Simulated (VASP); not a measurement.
HfMo2, 6 atoms in the cell. The structure is cubic, space group Fd-3m (No. 227). The conventional cell has a = 7.504 Å, b = 7.504 Å, c = 7.504 Å, α = 90.00°, β = 90.00°, γ = 90.00°. Within 4.1 Å of Hf (site symmetry -43m) lie 12 Mo at 3.11 Å and 4 Hf at 3.25 Å. Mo (site symmetry -3m) has 6 Mo at 2.65 Å and 6 Hf at 3.11 Å within 3.5 Å. 

```yaml
Program: VASP 6.6.1
Task: single point
Functional: PBEsol
Potentials_or_basis: VASP PAW PBE potentials, release 64 (Hf_pv, Mo_sv)
Cutoff: 520 eV
k_mesh: 5 × 5 × 5
Occupations: methfessel-paxton, width 0.1 eV
Spin: no spin polarisation
Dipole_correction: no
Further_INCAR_settings: ALGO = Normal; EDIFF = 1e-07; NBANDS = 47
```

Potentials or basis: VASP PAW PBE potentials, release 64 (Hf_pv, Mo_sv).

Command:

```sh
$ cat potpaw_PBE.64/Hf_pv/POTCAR potpaw_PBE.64/Mo_sv/POTCAR > POTCAR
$ mpirun -np 1 vasp_std > vasp.out
```

Hardware: 1 thread of Intel(R) Xeon(R) Platinum 8488C (Sapphire Rapids) (shared host).

Problem. How long does it take, and how much memory?

Solution. It took 46 s on 1 thread of Intel(R) Xeon(R) Platinum 8488C (Sapphire Rapids) (shared host), peak memory 0.25 GiB. Counts: scf iterations 16, k points 10.
